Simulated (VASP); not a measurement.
The system is TeO5.

```
Te O
1.0
     3.00970    0.00000    0.00000
     0.00000    3.00970    0.00000
     0.00000    0.00000   10.64561
Te O
1 5
Direct
  0.50000 0.50000 0.00000
  0.50000 0.50000 0.44271
  0.50000 0.50000 0.55729
  0.00000 0.00000 0.11398
  0.00000 0.00000 0.88602
  0.00000 0.00000 0.50000
```

The cell was generated, and may not be a known phase.

| Quantity | Value |
| --- | --- |
| Program | VASP 6.6.1 |
| Task | relaxation of cell and atoms |
| Functional | PBE |
| Potentials or basis | VASP PAW PBE potentials, release 64 (Te, O) |
| Cutoff | 600 eV |
| k mesh | 12 × 12 × 4 |
| Occupations | gaussian, width 0.1 eV |
| Spin | no spin polarisation |

At the start: pressure 0.3 GPa; volume 16.07 Å³/atom.

Q: How do energy, volume and symmetry change on relaxing?

A: Over 27 steps the energy falls by 3.9 meV/atom and the volume is 14.89 Å³/atom (-7.3 %); space group P4/mmm (No. 123, to 0.1 Å) before and after.

The path:
```csv
step,energy change (eV),largest force (eV/Å),pressure (GPa),volume (Å³)
1,0.0000,1.1631,0.25,96.43
2,0.1505,2.8657,-4.27,96.78
3,-0.0140,0.0676,-0.93,96.50
4,-0.0140,0.0506,-0.88,96.50
5,-0.0176,0.0222,-0.12,95.48
6,-0.0176,0.0305,-0.01,95.36
7,-0.0176,0.0283,-0.03,95.38
8,-0.0176,0.0266,-0.04,95.41
9,-0.0177,0.0187,-0.06,95.35
10,-0.0179,0.0394,-0.12,95.18
11,-0.0179,0.1136,-0.22,94.85
12,-0.0179,0.0778,-0.16,95.02
13,-0.0179,0.0745,-0.16,95.01
14,-0.0180,0.0681,-0.15,94.98
15,-0.0181,0.0541,-0.13,94.91
16,-0.0182,0.0450,-0.09,94.79
17,-0.0184,0.0597,-0.03,94.53
18,-0.0183,0.1586,0.12,94.03
19,-0.0184,0.0934,0.06,94.29
20,-0.0186,0.0911,0.06,94.18
21,-0.0190,0.0938,0.05,93.86
22,-0.0199,0.0923,0.07,93.23
23,-0.0214,0.1023,0.13,91.96
24,-0.0227,0.1603,0.31,89.42
25,-0.0208,0.4292,-0.55,89.03
26,-0.0231,0.0281,0.08,89.31
27,-0.0232,0.0073,0.03,89.36
```

Final structure:
```yaml
crystal:
  lattice:
    - [2.99171, 0.00000, 0.00000]
    - [0.00000, 2.99171, 0.00000]
    - [0.00000, 0.00000, 9.98353]
  atoms:
    - { symbol: Te, position: [0.50000, 0.50000, 0.00000] }
    - { symbol: O, position: [0.50000, 0.50000, 0.43753] }
    - { symbol: O, position: [0.50000, 0.50000, 0.56247] }
    - { symbol: O, position: [0.00000, 0.00000, 0.12152] }
    - { symbol: O, position: [0.00000, 0.00000, 0.87848] }
    - { symbol: O, position: [0.00000, 0.00000, 0.50000] }
```

Caveat: the standard files for N, O and F lose accuracy on very short bonds; this functional lacks dispersion, which binds layers or chains, so the pressure and a relaxed spacing across them are unreliable.
